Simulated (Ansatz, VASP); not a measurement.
## Fe: VASP beside Ansatz

File POSCAR:

```
Fe
1.0
    4.2091546658      0.0000000000      0.0000000000
   -2.1045773329      3.6452348690      0.0000000000
    0.0000000000      0.0000000000      2.3985400836
Fe
3
Direct
    0.0000000000      0.0000000000      0.0000000000
    0.3333333333      0.6666666667      0.5000000000
    0.6666666667      0.3333333333      0.5000000000
```

Contents of INCAR.step1:

```
SYSTEM = Fe
PREC = Accurate
ENCUT = 520
ISMEAR = -1
SIGMA = 0.05
LREAL = .FALSE.
LASPH = .TRUE.
NELM = 150
ISPIN = 2
MAGMOM = 2.942 2.895 2.895
LMAXMIX = 4
NBANDS = 23
GGA = PE
ALGO = Normal
EDIFF = 1E-4
LWAVE = .TRUE.
LCHARG = .FALSE.
```

Contents of INCAR.step2:

```
SYSTEM = Fe
PREC = Accurate
ENCUT = 520
EDIFF = 1E-7
ISMEAR = -1
SIGMA = 0.05
LREAL = .FALSE.
LASPH = .TRUE.
NELM = 150
ALGO = Normal
ISIF = 2
LWAVE = .FALSE.
LCHARG = .FALSE.
ISPIN = 2
MAGMOM = 2.942 2.895 2.895
LORBIT = 11
LMAXMIX = 4
METAGGA = R2SCAN
LMIXTAU = .TRUE.
NBANDS = 23
ISTART = 1
```

Contents of KPOINTS:

```
regular mesh
0
G
  10 10 15
  0 0 0
```

Input for Ansatz:

```yaml
crystal:
  lattice:
    - [4.2091546658, 0.0, 0.0]
    - [-2.1045773329, 3.645234869, 0.0]
    - [0.0, 0.0, 2.3985400836]
  atoms:
    - { symbol: Fe, position: [0.0, 0.0, 0.0], spin: 2.942 }
    - { symbol: Fe, position: [0.3333333333, 0.6666666667, 0.5], spin: 2.895 }
    - { symbol: Fe, position: [0.6666666667, 0.3333333333, 0.5], spin: 2.895 }
hamiltonian:
  xc: r2scan
  pseudopotentials:
    kind: paw
    azcp:
      Fe: "pseudopotentials/Fe.paw.azcp"
basis:
  ecutwfc: 500
  fft_grid_basis: typed
kpoints:
  mp_grid: { grid: [10, 10, 15], shift: [0, 0, 0] }
magnetization:
  spin_polarized: true
scf:
  occupations: { method: fermi_dirac, width: 0.05 }
  lower_state_search: "off"
output:
  stress: true
```

Alike in both runs: task single point; functional r2SCAN; k mesh 10 × 10 × 15; occupations fermi-dirac, width 0.05 eV; collinear spin.

|  | VASP | Ansatz |
| --- | --- | --- |
| version | VASP 6.6.1 | Ansatz 0.2.0 |
| potentials or method | VASP PAW PBE potentials, release 64 (Fe), cutoff 520 eV | plane waves (500 eV) with PAW, scalar-relativistic |
| valence electrons in the cell | 24 | 48 |

```csv
,VASP,Ansatz,Ansatz less VASP
pressure (GPa),-0.1,0.3,+0.44
"traceless stress, the component that is largest in VASP (GPa)",0.28,0.38,+0.096
net moment per atom (μB),2.82,2.82,+0.005
size of the moment on the site where the two differ most (μB),2.88,2.94,+0.061
```

VASP's potentials were made for PBE, not for r2SCAN. Site moments also hang on the region over which each program counts them. With one functional, cell and mesh, what is left measures potentials, basis and numerics. VASP's potentials hold 24 valence electrons a cell and Ansatz's 48, so a difference there can come from the potentials and not from the codes. Ansatz's warnings: stability check not made.
